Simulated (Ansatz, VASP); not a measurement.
# Two plane-wave programs on C

The input INCAR:

```
PREC = Accurate
ENCUT = 520
EDIFF = 1E-6
ISMEAR = 0
SIGMA = 0.15
LREAL = False
LASPH = True
NELM = 80
ALGO = Normal
ISIF = 2
LWAVE = False
LCHARG = False
GGA = PS
NBANDS = 16
```

KPOINTS

```
Automatic mesh
0
Gamma
  18 18 6
```

POSCAR

```
C
1.0
    2.3439101848      0.0000000000      0.0000000000
   -1.1719550924      2.1293252536      0.0000000000
    0.0000000000      0.0000000000      7.2458067263
C
4
Direct
   -0.0577479467      0.0000000000      0.0025000000
    0.0577479467      0.0000000000      0.5025000000
    0.2755800112      0.6666666667      0.0025000000
    0.7244199888      0.3333333333      0.5025000000
```

Input for Ansatz:

```yaml
crystal:
  lattice:
    - [2.3439101848, 0.0, 0.0]
    - [-1.1719550924, 2.1293252536, 0.0]
    - [0.0, 0.0, 7.2458067263]
  atoms:
    - { symbol: C, position: [-0.0577479467, 0.0, 0.0025] }
    - { symbol: C, position: [0.0577479467, 0.0, 0.5025] }
    - { symbol: C, position: [0.2755800112, 0.6666666667, 0.0025] }
    - { symbol: C, position: [0.7244199888, 0.3333333333, 0.5025] }
basis:
  ecutwfc: 520.0
kpoints:
  mp_grid: { grid: [18, 18, 6] }
hamiltonian:
  xc: pbesol
  pseudopotentials: { kind: paw, azcp: { folder: soft_1 } }
scf:
  occupations: { method: gaussian, width: 0.15 }
output:
  forces: true
  stress: true
  eigenvalues: true
  write_density: true
  write_potential: true
  elf: true
  volumetric_format: npy
```

Change from the starting cell: mode 4 frozen in at -0.142 Å, normal strain along x -0.0467.

Alike in both runs: task single point; functional PBEsol; k mesh 18 × 18 × 6; occupations gaussian, width 0.15 eV; no spin polarisation.

```csv
,VASP,Ansatz
version,VASP 6.6.1,Ansatz 0.2.0
potentials or method,"VASP PAW PBE potentials, release 64 (C), cutoff 520 eV","scalar-relativistic, plane waves, PAW"
valence electrons in the cell,16,16
```

```csv
,VASP,Ansatz,Ansatz less VASP
gap on the k mesh at the Fermi level (eV),0.40,0.40,-0.001
least direct gap on the mesh (eV),0.40,0.40,-0.001
pressure (GPa),21.9,21.2,-0.73
"traceless stress, the component that is largest in VASP (GPa)",33.68,33.20,-0.479
rms of the force components (eV/Å),0.480,0.473,-0.0063
```

VASP's potentials were made for PBE, not for PBEsol, and Ansatz warns of the same on its side. Atom by atom the forces differ by 0.006 eV/Å (rms over components).
